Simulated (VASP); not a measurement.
Runs of VASP 6.6.1 on Ge. The structure is orthorhombic, space group Cmmm (No. 65). The conventional cell has a = 2.794 Å, b = 5.201 Å, c = 2.698 Å, α = 90.00°, β = 90.00°, γ = 90.00°. Ge (site symmetry mmm) has 8 Ge at 2.70 to 2.95 Å within 3.6 Å. 

```tsv
task	level	spin	cell	k mesh	cutoff (eV)	gap on the mesh (eV)	pressure (GPa)	moment (μB)	relaxed volume (Å³/atom)
single point	PBEsol	non-collinear, zero start, SOC	as given	8 × 8 × 7	520	-	(b)	0.00	-
relaxation of cell and atoms	revPBE	off	relaxed	11 × 11 × 10	600	none	0.0	-	19.78
single point	PBE	non-collinear, zero start, SOC	as given	8 × 8 × 7	500	-	(a)	0.00	-
relaxation of cell and atoms	BLYP	off	relaxed	11 × 11 × 10	600	none	0.0	-	21.52
single point	r2SCAN	non-collinear, zero start, SOC	as given	8 × 8 × 7	520	-	-3.0	0.00	-
```

Alike in all rows: potentials or basis VASP PAW PBE potentials, release 64 (Ge_d); smearing fermi-dirac 0.05 eV.

Question: Estimate the missing entries.

Answer: (a) -0.9; (b) -4.5.

Caveats: the PAW data sets were made with another functional, which shifts forces and pressure a little (at least some runs); the cell stands under tension (at least some runs).

A k mesh can miss the band edges, and rows without SOC leave out spin-orbit coupling on Ge.

A gap of «none» marks levels without a gap at the run's occupations.
